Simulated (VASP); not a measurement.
# Si (a cell with a defect) in VASP: a series of runs, part 2 of 2

VASP 6.6.1.

### Step 3. Single point, PBE, collinear spin, zero start

File INCAR:

```
SYSTEM = Si
  PREC = Accurate
  ENCUT = 520
  EDIFF = 1E-6
  ISMEAR = -1
  SIGMA = 0.05
  LREAL = Auto
  LASPH = .True.
  NELM = 150
  ALGO = Normal
  ISIF = 2
  LWAVE = .False.
  LCHARG = .False.
  ISPIN = 2
  MAGMOM = 0 0 0 0 0 0 0 0 0 0 0 0 0 0 0 0 0 0 0 0 0 0 0 0 0 0 0 0 0 0 0 0 0 0 0 0 0 0 0 0 0 0 0 0 0 0 0 0 0 0 0 0 0 0 0 0 0 0 0 0 0 0 0
  LORBIT = 11
  GGA = PE
  NBANDS = 167
  NELECT = 251.0
```

File KPOINTS:

```
Automatic mesh
0
Gamma
  1 1 1
  0 0 0
```

File POSCAR:

```
Si
1.0
   10.8600000000      0.0000000000      0.0000000000
    0.0000000000     10.8600000000      0.0000000000
    0.0000000000      0.0000000000     10.8600000000
Si
63
Direct
    0.5000004604     -0.0000004604     -0.0000004604
    0.6248812155      0.1248814917      0.1248814917
    0.7501102210      0.2501088398     -0.0000416206
    0.8752143646      0.3752053407      0.1247373849
    0.7501102210     -0.0000416206      0.2501088398
    0.8752143646      0.1247373849      0.3752053407
    0.0000034070     -0.0000028545     -0.0000028545
    0.1258056169      0.1258377532      0.1258377532
    0.2498937385      0.2501062615      0.0000445672
    0.3741622468      0.3741943831      0.1258377532
    0.5000028545      0.4999965930     -0.0000028545
    0.6258391344      0.6258067219      0.1258420810
    0.7501069982      0.7498930018      0.0000467772
    0.8741932781      0.8741608656      0.1258420810
    0.2498937385      0.0000445672      0.2501062615
    0.3741622468      0.1258377532      0.3741943831
    0.4999554328      0.2501062615      0.2501062615
    0.6247329650      0.3752060773      0.3752060773
    0.7519703499      0.4987883978      0.2519677716
    0.8774095764      0.6225904236      0.3774217311
    0.5000028545     -0.0000028545      0.4999965930
    0.6258391344      0.1258420810      0.6258067219
    0.7519703499      0.2519677716      0.4987883978
    0.8774095764      0.3774217311      0.6225904236
    0.7501069982      0.0000467772      0.7498930018
    0.8741932781      0.1258420810      0.8741608656
    0.0000013812      0.4999986188      0.0000004604
    0.1247946593      0.6247856354      0.1247373849
    0.2498911602      0.7498897790     -0.0000416206
    0.3751185083      0.8751187845      0.1248814917
   -0.0011936464      0.2519654696      0.2519654696
    0.2480345304      0.5011936464      0.2519654696
    0.3752626151      0.6247856354      0.3752053407
    0.5000416206      0.7498897790      0.2501088398
    0.6258399632      0.8741600368      0.3741915285
    0.0000013812      0.0000004604      0.4999986188
    0.1247946593      0.1247373849      0.6247856354
    0.2480345304      0.2519654696      0.5011936464
    0.3752626151      0.3752053407      0.6247856354
    0.4999995396      0.4999986188      0.4999986188
    0.6247290055      0.6247936464      0.6247936464
    0.7519628913      0.7480371087      0.5012127993
    0.8752063536      0.8752709945      0.6247936464
    0.2498911602     -0.0000416206      0.7498897790
    0.3751185083      0.1248814917      0.8751187845
    0.5000416206      0.2501088398      0.7498897790
    0.6258399632      0.3741915285      0.8741600368
    0.7519628913      0.5012127993      0.7480371087
    0.8752063536      0.6247936464      0.8752709945
    0.0012116022      0.7480296501      0.2519677716
    0.1247939227      0.8752670350      0.3752060773
    0.1225736648      0.3774263352      0.3774263352
    0.1225782689      0.6225904236      0.6225904236
    0.2480322284      0.7480296501      0.4987883978
    0.3741579190      0.8741608656      0.6258067219
    0.0012116022      0.2519677716      0.7480296501
    0.1247939227      0.3752060773      0.8752670350
    0.2480322284      0.4987883978      0.7480296501
    0.3741579190      0.6258067219      0.8741608656
    0.4999532228      0.7498930018      0.7498930018
    0.6248806630      0.8751193370      0.8751193370
   -0.0012127993      0.7480371087      0.7480371087
    0.1258084715      0.8741600368      0.8741600368
```

Potentials or basis: VASP PAW PBE potentials, release 64 (Si).

The run is started by

```
cat potpaw_PBE.64/Si/POTCAR > POTCAR
mpirun -np 1 vasp_gam > vasp.out
```

Wall time 7.6 min (1 thread of Intel Xeon 6975P-C (Granite Rapids), shared host); peak memory 1.4 GiB.

Results (log left out):

```yaml
Free_energy: -338.3095 eV
Largest_force: 0.018 eV/Å
Net_moment: -0.01 μB per cell
Valence_electrons_inside_the_program's_atomic_spheres: Si 1.70, 1.69, 1.68, 1.63 (each value once)
```

Forces in eV/Å, atoms in the order of the input:
```
Si   0.000  0.000  0.000
Si   0.003  0.002  0.002
Si   0.006  0.006 -0.005
Si   0.000  0.000  0.005
Si   0.006 -0.005  0.006
Si   0.000  0.005  0.000
Si  -0.001  0.000  0.000
Si   0.003 -0.002 -0.002
Si  -0.006  0.006  0.005
Si   0.002 -0.003 -0.002
Si   0.000  0.001  0.000
Si  -0.002  0.002 -0.002
Si   0.006 -0.006  0.006
Si  -0.002  0.002 -0.002
Si  -0.006  0.005  0.006
Si   0.002 -0.002 -0.003
Si  -0.005  0.006  0.006
Si   0.005  0.000  0.000
Si  -0.006 -0.005 -0.006
Si   0.010 -0.010  0.010
Si   0.000  0.000  0.001
Si  -0.002 -0.002  0.002
Si  -0.006 -0.006 -0.005
Si   0.010  0.010 -0.010
Si   0.006  0.006 -0.006
Si  -0.002 -0.002  0.002
Si   0.000  0.000  0.000
Si   0.000  0.000  0.005
Si  -0.006 -0.006 -0.005
Si  -0.002 -0.003  0.002
Si  -0.007 -0.006 -0.006
Si   0.006  0.007 -0.006
Si  -0.005  0.000  0.000
Si   0.005 -0.006  0.006
Si  -0.002  0.002 -0.002
Si   0.000  0.000  0.000
Si   0.000  0.005  0.000
Si   0.006 -0.006  0.007
Si  -0.005  0.000  0.000
Si   0.000  0.000  0.000
Si   0.005  0.000  0.000
Si  -0.006  0.006  0.006
Si   0.000 -0.005  0.000
Si  -0.006 -0.005 -0.006
Si  -0.002  0.002 -0.003
Si   0.005  0.006 -0.006
Si  -0.002 -0.002  0.002
Si  -0.006  0.006  0.006
Si   0.000  0.000 -0.005
Si   0.005  0.006 -0.006
Si   0.000 -0.005  0.000
Si  -0.011  0.011  0.011
Si  -0.010 -0.010 -0.010
Si   0.006  0.006 -0.005
Si   0.002  0.002  0.002
Si   0.005 -0.006  0.006
Si   0.000  0.000 -0.005
Si   0.006 -0.005  0.006
Si   0.002  0.002  0.002
Si  -0.006 -0.006 -0.006
Si   0.003 -0.003 -0.003
Si  -0.006  0.006  0.006
Si   0.002  0.002  0.002
```

Levels at points of the mesh, in eV from the Fermi level:
Spin up:
```tsv
k point	band 123	band 124	band 125	band 126	band 127	band 128
(0.00, 0.00, 0.00)	-0.81	-0.81	-0.81	0.08	0.08	0.08
```
Spin down:
| k point | band 122 | band 123 | band 124 | band 125 | band 126 | band 127 | band 128 | band 129 |
| --- | --- | --- | --- | --- | --- | --- | --- | --- |
| (0.00, 0.00, 0.00) | -1.70 | -0.81 | -0.81 | -0.81 | 0.08 | 0.08 | 0.08 | 0.26 |

Caveat: the k points lie up to 0.58 Å⁻¹ apart; the cell carries a net charge on a neutralising background, which shifts energy and pressure; the cell is charged against a uniform background, so pressure and absolute levels hang on convention.
